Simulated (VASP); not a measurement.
# AlGa3Ru (P4mm) in VASP: notebook

The runs below take AlGa3Ru through single point, with PBE.

Program: VASP 6.6.1. These are calculated values, not measurements. Logs are shortened: lines on timing, memory, paths and dates and some standing lists are left out, and cuts for length are marked.

## Step 1: The cell of the first run

The structure is tetragonal, space group P4mm (No. 99). Conventional cell: a = 4.795 Å, b = 4.795 Å, c = 4.842 Å, α = 90.00°, β = 90.00°, γ = 90.00°. Al (site symmetry 4mm) has 12 Ga at 3.02 to 3.85 Å and 4 Ru at 3.76 Å within 4.0 Å. Ga (site symmetry 4mm) has 2 Ru at 2.42 Å and 4 Ga at 3.27 Å within 3.3 Å. Within 3.4 Å of Ga (site symmetry 2mm) lie 2 Ru at 2.41 Å and 2 Al at 3.02 Å and 6 Ga at 3.27 to 3.39 Å. Ru (site symmetry 4mm) has 6 Ga at 2.41 to 2.42 Å within 3.2 Å.

## Step 2: Single point, PBE

File INCAR:

```
  PREC = Accurate
  ENCUT = 520
  EDIFF = 1E-6
  ISMEAR = 0
  SIGMA = 0.1
  LREAL = F
  LASPH = T
  NELM = 60
  ALGO = Normal
  ISIF = 2
  LWAVE = F
  LCHARG = F
  GGA = PE
  NBANDS = 36
```

File KPOINTS:

```
regular mesh
0
Gamma
  4 4 4
```

File POSCAR:

```
AlGa3Ru
1.0
    4.7946350696      0.0000000000      0.0000000000
    0.0000000000      4.7946350696      0.0000000000
    0.0000000000      0.0000000000      4.8423495456
Al Ga Ru
1 3 1
Direct
    0.0000000000      0.0000000000      0.1054886391
    0.5000000000      0.5000000000      0.9434675965
    0.0000000000      0.5000000000      0.4840417780
    0.5000000000      0.0000000000      0.4840417780
    0.5000000000      0.5000000000      0.4429602085
```

Potentials or basis: VASP PAW PBE potentials, release 64 (Al, Ga_d, Ru_pv).

On the command line:

```console
$ cat potpaw_PBE.64/Al/POTCAR potpaw_PBE.64/Ga_d/POTCAR potpaw_PBE.64/Ru_pv/POTCAR > POTCAR
$ mpirun -np 1 vasp_std > vasp.out
```

OUTCAR:

```text
PREC = Accurate
   ENCUT = 520
   EDIFF = 1E-6
   ISMEAR = 0
   LREAL = F
   LASPH = T
   NELM = 60
   ISIF = 2
   GGA = PE

 ion  position               nearest neighbor table
   1  0.000  0.000  0.105-   3 3.02   4 3.02   3 3.02   4 3.02
   2  0.500  0.500  0.943-   5 2.42   5 2.42
   3  0.000  0.500  0.484-   5 2.41   5 2.41   1 3.02   1 3.02
   4  0.500  0.000  0.484-   5 2.41   5 2.41   1 3.02   1 3.02
   5  0.500  0.500  0.443-   3 2.41   4 2.41   4 2.41   3 2.41   2 2.42   2 2.42

  LATTYP: Found a simple tetragonal cell.
 ALAT       =     4.7946350696
 C/A-ratio  =     1.0099516387

  Lattice vectors:

 A1 = (   4.7946350696,   0.0000000000,   0.0000000000)
 A2 = (   0.0000000000,   4.7946350696,   0.0000000000)
 A3 = (   0.0000000000,   0.0000000000,   4.8423495456)

Analysis of symmetry for initial positions (statically):
=====================================================================
 Subroutine PRICEL returns:
 Original cell was already a primitive cell.

 Routine SETGRP: Setting up the symmetry group for a
 simple tetragonal supercell.

 Subroutine GETGRP returns: Found  8 space group operations
 (whereof  8 operations were pure point group operations)
 out of a pool of 16 trial point group operations.

The static configuration has the point symmetry C_4v.

Analysis of symmetry for dynamics (positions and initial velocities):
=====================================================================
 Subroutine PRICEL returns:
 Original cell was already a primitive cell.

 Routine SETGRP: Setting up the symmetry group for a
 simple tetragonal supercell.

 Subroutine GETGRP returns: Found  8 space group operations
 (whereof  8 operations were pure point group operations)
 out of a pool of 16 trial point group operations.

The dynamic configuration has the point symmetry C_4v.

 Subroutine INISYM returns: Found  8 space group operations
 (whereof  8 operations are pure point group operations),
 and found     1 'primitive' translations

----------------------------------------------------------------------------------------

                                     Primitive cell

  volume of cell :     111.3185

  direct lattice vectors                    reciprocal lattice vectors
     4.794635070  0.000000000  0.000000000     0.208566447  0.000000000  0.000000000
     0.000000000  4.794635070  0.000000000     0.000000000  0.208566447  0.000000000
     0.000000000  0.000000000  4.842349546     0.000000000  0.000000000  0.206511321

  length of vectors
     4.794635070  4.794635070  4.842349546     0.208566447  0.208566447  0.206511321

  position of ions in fractional coordinates (direct lattice)
     0.000000000  0.000000000  0.105488639
     0.500000000  0.500000000  0.943467596
     0.000000000  0.500000000  0.484041778
     0.500000000  0.000000000  0.484041778
     0.500000000  0.500000000  0.442960208

  ion indices of the primitive-cell ions
   primitive index   ion index
                 1           1
                 2           2
                 3           3
                 4           4
                 5           5

----------------------------------------------------------------------------------------

 KPOINTS: regular mesh

Automatic generation of k-mesh.
 Grid dimensions read from file:
 generate k-points for:    4    4    4

 Generating k-lattice:

  Cartesian coordinates                     Fractional coordinates (reciprocal lattice)
     0.052141612  0.000000000  0.000000000     0.250000000  0.000000000  0.000000000
     0.000000000  0.052141612  0.000000000     0.000000000  0.250000000  0.000000000
     0.000000000  0.000000000  0.051627830     0.000000000  0.000000000  0.250000000

  Length of vectors
     0.052141612  0.052141612  0.051627830

  Shift w.r.t. Gamma in fractional coordinates (k-lattice)
     0.000000000  0.000000000  0.000000000

 Subroutine IBZKPT returns following result:
 ===========================================

 Found     18 irreducible k-points:

 Following reciprocal coordinates:
            Coordinates               Weight
  0.000000  0.000000  0.000000      1.000000
  0.250000  0.000000  0.000000      4.000000
  0.500000  0.000000  0.000000      2.000000
  0.250000  0.250000  0.000000      4.000000
  0.500000  0.250000  0.000000      4.000000
  0.500000  0.500000  0.000000      1.000000
[... 10 lines left out ...]
  0.500000  0.250000  0.500000      4.000000
  0.500000  0.500000  0.500000      1.000000
   k-points           NKPTS =     18   k-points in BZ     NKDIM =     18   number of bands    NBANDS=     36
   number of dos      NEDOS =    301   number of ions     NIONS =      5
   total plane-waves  NPLWV =  46656
   dimension x,y,z NGX =    36 NGY =   36 NGZ =   36
   dimension x,y,z NGXF=    72 NGYF=   72 NGZF=   72
   ions per type =               1   3   1
   NGX,Y,Z   is equivalent  to a cutoff of  12.48, 12.48, 12.36 a.u.
   NGXF,Y,Z  is equivalent  to a cutoff of  24.96, 24.96, 24.72 a.u.
 SYSTEM =  unknown system
   PREC   = accura    normal or accurate (medium, high low for compatibility)
   ISTART =      0    job   : 0-new  1-cont  2-samecut
   ICHARG =      2    charge: 1-file 2-atom 10-const
   ISPIN  =      1    spin polarized calculation?
   LNONCOLLINEAR =      F non collinear calculations
   LSORBIT =      F    spin-orbit coupling
   LASPH  =      T    aspherical Exc in radial PAW
   ENCUT  =  520.0 eV  38.22 Ry    6.18 a.u.   8.91  8.91  9.00*2*pi/ulx,y,z
   NELM   =     60;   NELMIN=  2; NELMDL= -5     # of ELM steps
   EDIFF  = 0.1E-05   stopping-criterion for ELM
   LREAL  =      F    real-space projection
   EDIFFG = 0.1E-04   stopping-criterion for IOM
   NSW    =      0    number of steps for IOM
   IBRION =     -1    ionic relax: 0-MD 1-quasi-New 2-CG
   NFREE  =      0    steps in history (QN), initial steepest desc. (CG)
   ISIF   =      2    stress and relaxation
   ISYM   =      2    0-nonsym 1-usesym 2-fastsym
   POTIM  = 0.5000    time-step for ionic-motion
   TEBEG  =    0.0;   TEEND  =   0.0 temperature during run
   PSTRESS=    0.0 pullay stress
   NELECT =      56.0000    total number of electrons
   NUPDOWN=      -1.0000    fix difference up-down
   EMIN   =  10.00;   EMAX   =-10.00  energy-range for DOS
   EFERMI =   0.00;   METHOD = LEGACY
   ISMEAR =     0;   SIGMA  =   0.10  broadening in eV -4-tet -1-fermi 0-gaus
   EFERMI_NEDOS =   21; number of points for ismear=-14 and -15
   IALGO  =     38    algorithm
   IMIX   =      4    mixing-type and parameters
     AMIX     =   0.40;   BMIX     =  1.00
     AMIX_MAG =   1.60;   BMIX_MAG =  1.00
  volume/ion in A,a.u.               =      22.26       150.24
  Fermi-wavevector in a.u.,A,eV,Ry     =   1.302012  2.460446 23.065087  1.695236
  Thomas-Fermi vector in A             =   2.433108
   LORBIT       =      0    0 simple, 1 ext, 2 COOP (PROOUT), +10 PAW based schemes
   GGA     = PE    functional components
   LHFCALC =     F    Hartree Fock is set to
   AEXX    =    0.0000 exact exchange contribution
   IVDW    =     0    specifies the selected vdW correction
   LEPSILON=     F    determine dielectric tensor
   LRPA    =     F    only Hartree local field effects (RPA)
 non-spin polarized calculation
 Gauss-broadening in eV      SIGMA  =   0.10
  energy-cutoff  :      520.00
  volume of cell :      111.32
 maximum number of plane-waves:      3032
 NGX is ok and might be reduce to    36
   NGX = 17   NGY = 17   NGZ = 19

 number of electron      56.0000000 magnetization

 Free energy of the ion-electron system (eV)
  ---------------------------------------------------
  ext. energy  EPLUGINS =         0.00000000
  ---------------------------------------------------
  free energy    TOTEN  =       -21.06548053 eV

  energy without entropy =      -21.04641084  energy(sigma->0) =      -21.05594569

 E-fermi :   4.8572     XC(G=0):  -9.9398

 val. band max:        4.8463321522   @ k =   0.5000   0.2500   0.0000
 cond. band min:       4.8580834483   @ k =   0.5000   0.2500   0.2500
 fundamental gap:      0.0117512961
 Fermi energy:         4.8572247892

 k-point     1 :       0.0000    0.0000    0.0000
  band No.  band energies     occupation
      1     -37.6147      2.00000
      2     -37.5859      2.00000
      3     -37.5859      2.00000
      4     -10.0284      2.00000
      5     -10.0220      2.00000
      6     -10.0204      2.00000
[... 28 lines left out ...]
     35       8.4542      0.00000
     36       8.4542      0.00000

 k-point     2 :       0.2500    0.0000    0.0000
  band No.  band energies     occupation
      1     -37.6147      2.00000
      2     -37.5877      2.00000
      3     -37.5859      2.00000
      4     -10.0253      2.00000
      5     -10.0121      2.00000
      6     -10.0117      2.00000
[... 28 lines left out ...]
     35       8.7606      0.00000
     36       8.7649      0.00000

 k-point     3 :       0.5000    0.0000    0.0000
  band No.  band energies     occupation
      1     -37.6147      2.00000
      2     -37.5895      2.00000
      3     -37.5860      2.00000
      4     -10.0230      2.00000
      5     -10.0066      2.00000
      6     -10.0047      2.00000
[... 28 lines left out ...]
     35       9.1377      0.00000
     36       9.5788      0.00000

 k-point     4 :       0.2500    0.2500    0.0000
  band No.  band energies     occupation
      1     -37.6147      2.00000
      2     -37.5877      2.00000
      3     -37.5877      2.00000
      4     -10.0199      2.00000
      5     -10.0140      2.00000
      6     -10.0119      2.00000
[... 28 lines left out ...]
     35       8.2080      0.00000
     36       9.4556      0.00000

 k-point     5 :       0.5000    0.2500    0.0000
  band No.  band energies     occupation
      1     -37.6147      2.00000
      2     -37.5895      2.00000
      3     -37.5877      2.00000
      4     -10.0165      2.00000
      5     -10.0135      2.00000
      6     -10.0032      2.00000
[... 421 lines left out ...]
 k-point    16 :       0.2500    0.2500    0.5000
  band No.  band energies     occupation
      1     -37.6180      2.00000
      2     -37.5878      2.00000
      3     -37.5878      2.00000
      4     -10.0250      2.00000
      5     -10.0125      2.00000
      6     -10.0084      2.00000
[... 28 lines left out ...]
     35       9.8644      0.00000
     36      10.3491      0.00000

 k-point    17 :       0.5000    0.2500    0.5000
  band No.  band energies     occupation
      1     -37.6180      2.00000
      2     -37.5895      2.00000
      3     -37.5878      2.00000
      4     -10.0319      2.00000
      5     -10.0140      2.00000
      6     -10.0002      2.00000
[... 28 lines left out ...]
     35      10.8978      0.00000
     36      11.1814      0.00000

 k-point    18 :       0.5000    0.5000    0.5000
  band No.  band energies     occupation
      1     -37.6179      2.00000
      2     -37.5895      2.00000
      3     -37.5895      2.00000
      4     -10.0409      2.00000
      5     -10.0144      2.00000
      6     -10.0014      2.00000
[... 28 lines left out ...]
     35      12.0230      0.00000
     36      12.0231      0.00000

------------------------ aborting loop because EDIFF is reached ----------------------------------------

  FORCE on cell =-STRESS in cart. coord.  units (eV):
  Direction    XX          YY          ZZ          XY          YZ          ZX
  --------------------------------------------------------------------------------------
  -------------------------------------------------------------------------------------
  Total        0.1797296      0.1797296      0.1557266      0.0000000     -0.0000000      0.0000000
  in kB        2.5868005      2.5868005      2.2413320      0.0000000     -0.0000000      0.0000000
  external PRESSURE =       2.4716444 kB  Pullay stress =       0.0000000 kB

 VOLUME and BASIS-vectors are now :
 -----------------------------------------------------------------------------
  energy-cutoff  :      520.00
  volume of cell :      111.32
      direct lattice vectors                 reciprocal lattice vectors
     4.794635070  0.000000000  0.000000000     0.208566447  0.000000000  0.000000000
     0.000000000  4.794635070  0.000000000     0.000000000  0.208566447  0.000000000
     0.000000000  0.000000000  4.842349546     0.000000000  0.000000000  0.206511321

 POSITION                                       TOTAL-FORCE (eV/Angst)
 -----------------------------------------------------------------------------------
      0.00000      0.00000      0.51081         0.000000     -0.000000      0.007869
      2.39732      2.39732      4.56860         0.000000     -0.000000      0.002911
      0.00000      2.39732      2.34390         0.000000      0.000000     -0.003884
      2.39732      0.00000      2.34390         0.000000     -0.000000     -0.003884
      2.39732      2.39732      2.14497         0.000000      0.000000     -0.003012
 -----------------------------------------------------------------------------------
    total drift:                                0.000000      0.000000      0.000983

  FREE ENERGIE OF THE ION-ELECTRON SYSTEM (eV)
  ---------------------------------------------------
  free  energy   TOTEN  =       -21.0654805326 eV

  energy  without entropy=      -21.0464108429  energy(sigma->0) =      -21.05594569
```

Run time: 50 s. Hardware: 1 thread of AMD EPYC 9R14 (Zen 4), shared host; peak memory 0.21 GiB.

What came out:

| Quantity | Value |
| --- | --- |
| Free energy | -21.0655 eV |
| Pressure | 0.2 GPa |
| Largest force | 0.008 eV/Å |
| Band gap on the k mesh | zero (bands 28 and 29 overlap by 0.93 eV) |

Forces in eV/Å, atoms in the order of the input:
```
Al   0.000  0.000  0.008
Ga   0.000  0.000  0.003
Ga   0.000  0.000 -0.004
Ga   0.000  0.000 -0.004
Ru   0.000  0.000 -0.003
```

Levels at points of the mesh, in eV from the Fermi level:
| k point | band 24 | band 25 | band 26 | band 27 | band 28 | band 29 | band 30 | band 31 | band 32 | band 33 |
| --- | --- | --- | --- | --- | --- | --- | --- | --- | --- | --- |
| (0.00, 0.00, 0.00) | -2.16 | -1.73 | -1.73 | -1.68 | -1.21 | 0.84 | 1.32 | 2.88 | 2.88 | 3.14 |
| (0.50, 0.00, 0.00) | -2.66 | -1.74 | -1.73 | -0.85 | -0.52 | 0.00 | 1.17 | 1.76 | 1.99 | 2.10 |
| (0.50, 0.50, 0.00) | -2.95 | -2.43 | -2.43 | -1.62 | 0.83 | 0.88 | 0.88 | 1.37 | 2.58 | 2.58 |
| (0.00, 0.00, 0.50) | -2.53 | -2.12 | -1.66 | -1.04 | -1.04 | 0.97 | 1.36 | 1.64 | 1.64 | 1.89 |
| (0.50, 0.00, 0.50) | -2.96 | -2.51 | -2.38 | -1.55 | 0.23 | 0.67 | 0.93 | 1.50 | 2.62 | 3.12 |
| (0.50, 0.50, 0.50) | -3.89 | -3.86 | -2.94 | -2.94 | -2.86 | -0.10 | 0.16 | 0.16 | 6.26 | 6.37 |

(Continued in part 2 of 2.)
